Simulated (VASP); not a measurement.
# Si (P2_1/m) in VASP: single point with r2SCAN

Aim: the single point of Si with r2SCAN.

Everything below comes from runs of VASP 6.6.1. Logs are shortened: lines on timing, memory, paths and dates and some standing lists are left out, and cuts for length are marked.

## Step 1: The cell of the first run

It takes space group P2_1/m (No. 11, monoclinic). Conventional cell: a = 2.639 Å, b = 4.553 Å, c = 2.639 Å, α = 90.00°, β = 120.00°, γ = 90.00°. Within 3.5 Å of Si (site symmetry m) lie 12 Si at 2.64 to 2.77 Å.

## Step 2: Single point, r2SCAN (atoms displaced along a vibrational mode)

Input file POSCAR:

```
Si
1.0
    2.6391948715      0.0000000000      0.0000000000
   -1.3195974358      2.2856098043      0.0000000000
    0.0000000000      0.0000000000      4.5531575356
Si
2
Direct
    0.3210189717      0.6666666667      0.2500000000
    0.6789810283      0.3333333333      0.7500000000
```

Input file INCAR.step1:

```
ALGO = Normal
EDIFF = 1E-4
ENCUT = 520
GGA = PE
ISMEAR = 0
LASPH = True
LCHARG = False
LREAL = False
LWAVE = True
NBANDS = 11
NELM = 80
PREC = Accurate
SIGMA = 0.15
```

Input file INCAR.step2:

```
ALGO = Normal
EDIFF = 1E-6
ENCUT = 520
ISIF = 2
ISMEAR = 0
ISTART = 1
LASPH = True
LCHARG = False
LMIXTAU = True
LREAL = False
LWAVE = False
METAGGA = R2SCAN
NBANDS = 11
NELM = 80
PREC = Accurate
SIGMA = 0.15
```

Input file KPOINTS:

```
k-points
0
Gamma
  24 24 14
```

Potentials or basis: VASP PAW PBE potentials, release 64 (Si).

Command:

```sh
cat potpaw_PBE.64/Si/POTCAR > POTCAR
cp INCAR.step1 INCAR
mpirun -np 1 vasp_std > vasp.out
cp INCAR.step2 INCAR
mpirun -np 1 vasp_std > vasp.out
```

OUTCAR:

```text
EDIFF = 1E-6
   ENCUT = 520
   ISIF = 2
   ISMEAR = 0
   ISTART = 1
   LASPH = True
   LREAL = False
   METAGGA = R2SCAN
   NELM = 80
   PREC = Accurate

 ion  position               nearest neighbor table
   1  0.321  0.667  0.250-   2 2.71   2 2.71   2 2.74   2 2.74   2 2.77   2 2.77
   2  0.679  0.333  0.750-   1 2.71   1 2.71   1 2.74   1 2.74   1 2.77   1 2.77

  LATTYP: Found a hexagonal cell.
 ALAT       =     2.6391948715
 C/A-ratio  =     1.7252070261

  Lattice vectors:

 A1 = (   2.6391948715,   0.0000000000,   0.0000000000)
 A2 = (  -1.3195974358,   2.2856098043,   0.0000000000)
 A3 = (   0.0000000000,   0.0000000000,   4.5531575356)

Analysis of symmetry for initial positions (statically):
=====================================================================
 Subroutine PRICEL returns:
 Original cell was already a primitive cell.

 Routine SETGRP: Setting up the symmetry group for a
 hexagonal supercell.

 Subroutine GETGRP returns: Found  4 space group operations
 (whereof  2 operations were pure point group operations)
 out of a pool of 24 trial point group operations.

The static configuration has the point symmetry S_2 .
 The point group associated with its full space group is C_2h.

Analysis of symmetry for dynamics (positions and initial velocities):
=====================================================================
 Subroutine PRICEL returns:
 Original cell was already a primitive cell.

 Routine SETGRP: Setting up the symmetry group for a
 hexagonal supercell.

 Subroutine GETGRP returns: Found  4 space group operations
 (whereof  2 operations were pure point group operations)
 out of a pool of 24 trial point group operations.

The dynamic configuration has the point symmetry S_2 .
 The point group associated with its full space group is C_2h.

 Subroutine INISYM returns: Found  4 space group operations
 (whereof  2 operations are pure point group operations),
 and found     1 'primitive' translations

----------------------------------------------------------------------------------------

                                     Primitive cell

  volume of cell :      27.4654

  direct lattice vectors                    reciprocal lattice vectors
     2.639194871  0.000000000  0.000000000     0.378903434  0.218760000  0.000000000
    -1.319597436  2.285609804  0.000000000     0.000000000  0.437519999  0.000000000
     0.000000000  0.000000000  4.553157536     0.000000000  0.000000000  0.219627806

  length of vectors
     2.639194871  2.639194872  4.553157536     0.437519999  0.437519999  0.219627806

  position of ions in fractional coordinates (direct lattice)
     0.321018972  0.666666667  0.250000000
     0.678981028  0.333333333  0.750000000

  ion indices of the primitive-cell ions
   primitive index   ion index
                 1           1
                 2           2

----------------------------------------------------------------------------------------

 KPOINTS: k-points

Automatic generation of k-mesh.
 Grid dimensions read from file:
 generate k-points for:   24   24   14

 Generating k-lattice:

  Cartesian coordinates                     Fractional coordinates (reciprocal lattice)
     0.015787643  0.009115000  0.000000000     0.041666667 -0.000000000  0.000000000
     0.000000000  0.018230000  0.000000000     0.000000000  0.041666667  0.000000000
     0.000000000  0.000000000  0.015687700     0.000000000  0.000000000  0.071428571

  Length of vectors
     0.018230000  0.018230000  0.015687700

  Shift w.r.t. Gamma in fractional coordinates (k-lattice)
     0.000000000  0.000000000  0.000000000

 Subroutine IBZKPT returns following result:
 ===========================================

 Found   2320 irreducible k-points:

 Following reciprocal coordinates:
            Coordinates               Weight
  0.000000  0.000000  0.000000      1.000000
  0.041667  0.000000  0.000000      2.000000
  0.000000  0.041667  0.000000      2.000000
 -0.041667  0.041667  0.000000      2.000000
  0.083333  0.000000  0.000000      2.000000
  0.000000  0.083333  0.000000      2.000000
[... 16 lines left out ...]
  0.333333  0.000000  0.000000      2.000000
  0.000000  0.333333  0.000000      2.000000
 [... further k-points ...]
   k-points           NKPTS =   2320   k-points in BZ     NKDIM =   2320   number of bands    NBANDS=     11
   number of dos      NEDOS =    301   number of ions     NIONS =      2
   total plane-waves  NPLWV =  14400
   dimension x,y,z NGX =    20 NGY =   20 NGZ =   36
   dimension x,y,z NGXF=    40 NGYF=   40 NGZF=   72
   ions per type =               2
   NGX,Y,Z   is equivalent  to a cutoff of  12.60, 12.60, 13.14 a.u.
   NGXF,Y,Z  is equivalent  to a cutoff of  25.20, 25.20, 26.29 a.u.
 SYSTEM =  unknown system
   PREC   = accura    normal or accurate (medium, high low for compatibility)
   ISTART =      1    job   : 0-new  1-cont  2-samecut
   ICHARG =      0    charge: 1-file 2-atom 10-const
   ISPIN  =      1    spin polarized calculation?
   LNONCOLLINEAR =      F non collinear calculations
   LSORBIT =      F    spin-orbit coupling
   LASPH  =      T    aspherical Exc in radial PAW
   ENCUT  =  520.0 eV  38.22 Ry    6.18 a.u.   4.91  4.91  8.47*2*pi/ulx,y,z
   NELM   =     80;   NELMIN=  2; NELMDL=  0     # of ELM steps
   EDIFF  = 0.1E-05   stopping-criterion for ELM
   LREAL  =      F    real-space projection
[... 7 lines left out ...]
   TEBEG  =    0.0;   TEEND  =   0.0 temperature during run
   PSTRESS=    0.0 pullay stress
   NELECT =       8.0000    total number of electrons
   NUPDOWN=      -1.0000    fix difference up-down
   EMIN   =  10.00;   EMAX   =-10.00  energy-range for DOS
   EFERMI =   0.00;   METHOD = LEGACY
   ISMEAR =     0;   SIGMA  =   0.15  broadening in eV -4-tet -1-fermi 0-gaus
   EFERMI_NEDOS =   21; number of points for ismear=-14 and -15
   IALGO  =     38    algorithm
   IMIX   =      4    mixing-type and parameters
     AMIX     =   0.40;   BMIX     =  1.00
     AMIX_MAG =   1.60;   BMIX_MAG =  1.00
  volume/ion in A,a.u.               =      13.73        92.67
  Fermi-wavevector in a.u.,A,eV,Ry     =   1.085199  2.050729 16.022997  1.177657
  Thomas-Fermi vector in A             =   2.221307
   LORBIT       =      0    0 simple, 1 ext, 2 COOP (PROOUT), +10 PAW based schemes
   METAGGA = R2SCAN    functional components
   LHFCALC =     F    Hartree Fock is set to
   AEXX    =    0.0000 exact exchange contribution
   IVDW    =     0    specifies the selected vdW correction
   LEPSILON=     F    determine dielectric tensor
   LRPA    =     F    only Hartree local field effects (RPA)
 non-spin polarized calculation
 Gauss-broadening in eV      SIGMA  =   0.15
  energy-cutoff  :      520.00
  volume of cell :       27.47
 maximum number of plane-waves:       768
   NGX =  9   NGY =  9   NGZ = 17

 number of electron       8.0000000 magnetization

 Free energy of the ion-electron system (eV)
  ---------------------------------------------------
  ext. energy  EPLUGINS =         0.00000000
  ---------------------------------------------------
  free energy    TOTEN  =       -16.14540245 eV

  energy without entropy =      -16.13769567  energy(sigma->0) =      -16.14154906

 E-fermi :  10.9272     XC(G=0): -12.1952

 val. band max:       10.9256970303   @ k =  -0.3750  -0.4583  -0.0714
 cond. band min:      10.9307776757   @ k =  -0.3750   0.2500   0.3571
 fundamental gap:      0.0050806454
 Fermi energy:        10.9272001734

 k-point     1 :       0.0000    0.0000    0.0000
  band No.  band energies     occupation
      1      -4.9717      2.00000
      2       1.9020      2.00000
      3       2.8314      2.00000
      4      21.0416      0.00000
      5      21.2057      0.00000
      6      22.0865      0.00000
      7      22.1545      0.00000
      8      22.2319      0.00000
      9      22.3431      0.00000
     10      25.5679      0.00000
     11      26.4041      0.00000

 k-point     2 :       0.0417    0.0000    0.0000
  band No.  band energies     occupation
      1      -4.9204      2.00000
      2       1.9524      2.00000
      3       2.8802      2.00000
      4      20.0905      0.00000
      5      20.5672      0.00000
      6      21.7061      0.00000
      7      22.0910      0.00000
      8      22.8470      0.00000
      9      23.1514      0.00000
     10      25.3542      0.00000
     11      25.6860      0.00000

 k-point     3 :       0.0000    0.0417    0.0000
  band No.  band energies     occupation
      1      -4.9204      2.00000
      2       1.9524      2.00000
      3       2.8801      2.00000
      4      20.0792      0.00000
      5      20.5506      0.00000
      6      21.7716      0.00000
      7      22.0933      0.00000
      8      22.8302      0.00000
      9      23.1307      0.00000
     10      25.2972      0.00000
     11      25.6654      0.00000

 k-point     4 :      -0.0417    0.0417    0.0000
  band No.  band energies     occupation
      1      -4.9204      2.00000
      2       1.9524      2.00000
      3       2.8800      2.00000
      4      20.0828      0.00000
      5      20.5060      0.00000
      6      21.8526      0.00000
      7      22.0958      0.00000
      8      22.8965      0.00000
      9      23.0318      0.00000
     10      25.2078      0.00000
     11      25.6951      0.00000

 k-point     5 :       0.0833    0.0000    0.0000
  band No.  band energies     occupation
      1      -4.7663      2.00000
      2       2.1032      2.00000
      3       3.0266      2.00000
      4      18.3664      0.00000
      5      19.6823      0.00000
      6      21.2602      0.00000
      7      22.0765      0.00000
      8      23.4784      0.00000
      9      23.7833      0.00000
     10      24.0308      0.00000
     11      25.1056      0.00000
[... 211 lines left out ...]
 k-point    21 :       0.0000    0.2917    0.0000
  band No.  band energies     occupation
      1      -2.4705      2.00000
      2       4.3311      2.00000
      3       5.2099      2.00000
      4       9.4598      2.00000
      5      15.7216      0.00000
      6      16.3669      0.00000
      7      16.8799      0.00000
      8      18.6298      0.00000
      9      21.6899      0.00000
     10      24.1577      0.00000
     11      24.3214      0.00000

 k-point    22 :      -0.2917    0.2917    0.0000
  band No.  band energies     occupation
      1      -2.4714      2.00000
      2       4.3320      2.00000
      3       5.2040      2.00000
      4       9.4519      2.00000
      5      15.7250      0.00000
      6      16.3570      0.00000
      7      16.9475      0.00000
      8      18.6924      0.00000
      9      21.6676      0.00000
     10      24.0677      0.00000
     11      24.2682      0.00000

 k-point    23 :       0.3333    0.0000    0.0000
  band No.  band energies     occupation
      1      -1.7100      2.00000
      2       5.0415      2.00000
      3       5.9395      2.00000
      4       7.9032      2.00000
      5      14.2343      0.00000
      6      15.3008      0.00000
      7      15.9644      0.00000
      8      18.2177      0.00000
      9      21.3006      0.00000
     10      23.9037      0.00000
     11      24.2419      0.00000

 k-point    24 :       0.0000    0.3333    0.0000
  band No.  band energies     occupation
      1      -1.7112      2.00000
      2       5.0441      2.00000
      3       5.9308      2.00000
      4       7.8948      2.00000
      5      14.2388      0.00000
      6      15.3584      0.00000
      7      15.9661      0.00000
      8      18.2355      0.00000
      9      21.3306      0.00000
     10      23.8948      0.00000
     11      24.1799      0.00000

 [... further k-points ...]

------------------------ aborting loop because EDIFF is reached ----------------------------------------

  FORCE on cell =-STRESS in cart. coord.  units (eV):
  Direction    XX          YY          ZZ          XY          YZ          ZX
  --------------------------------------------------------------------------------------
  -------------------------------------------------------------------------------------
  Total        0.0620486      0.0589845     -0.1280845     -0.0278885      0.0000000      0.0000000
  in kB        3.6195623      3.4408225     -7.4717276     -1.6268590      0.0000000      0.0000000
  external PRESSURE =      -0.1371143 kB  Pullay stress =       0.0000000 kB

 VOLUME and BASIS-vectors are now :
 -----------------------------------------------------------------------------
  energy-cutoff  :      520.00
  volume of cell :       27.47
      direct lattice vectors                 reciprocal lattice vectors
     2.639194871  0.000000000  0.000000000     0.378903434  0.218760000  0.000000000
    -1.319597436  2.285609804  0.000000000     0.000000000  0.437519999  0.000000000
     0.000000000  0.000000000  4.553157536     0.000000000  0.000000000  0.219627806

 POSITION                                       TOTAL-FORCE (eV/Angst)
 -----------------------------------------------------------------------------------
     -0.03250      1.52374      1.13829        -0.036839     -0.004325      0.000000
      1.35210      0.76187      3.41487         0.036839      0.004325      0.000000
 -----------------------------------------------------------------------------------
    total drift:                                0.000000     -0.000000      0.000000

  FREE ENERGIE OF THE ION-ELECTRON SYSTEM (eV)
  ---------------------------------------------------
  free  energy   TOTEN  =       -16.1454024527 eV

  energy  without entropy=      -16.1376956745  energy(sigma->0) =      -16.14154906
```

Wall time 38 min (1 thread of Intel Xeon 8259CL, shared host); peak memory 0.61 GiB.

What came out:

```
Free energy            : -16.1454 eV
Pressure               : 0.0 GPa
Largest force          : 0.037 eV/Å
Band gap on the k mesh : zero (bands 4 and 5 overlap by 14.19 eV)
```

Forces on the atoms (eV/Å):
```
Si  -0.037 -0.004  0.000
Si   0.037  0.004  0.000
```

Stress tensor (GPa, compression positive):
```
 0.36 -0.16  0.00
-0.16  0.34  0.00
 0.00  0.00 -0.75
```

Caveat: the cell differs from its parent crystal (atoms displaced along a vibrational mode); the PAW data sets were made with another functional, which shifts forces and pressure a little.
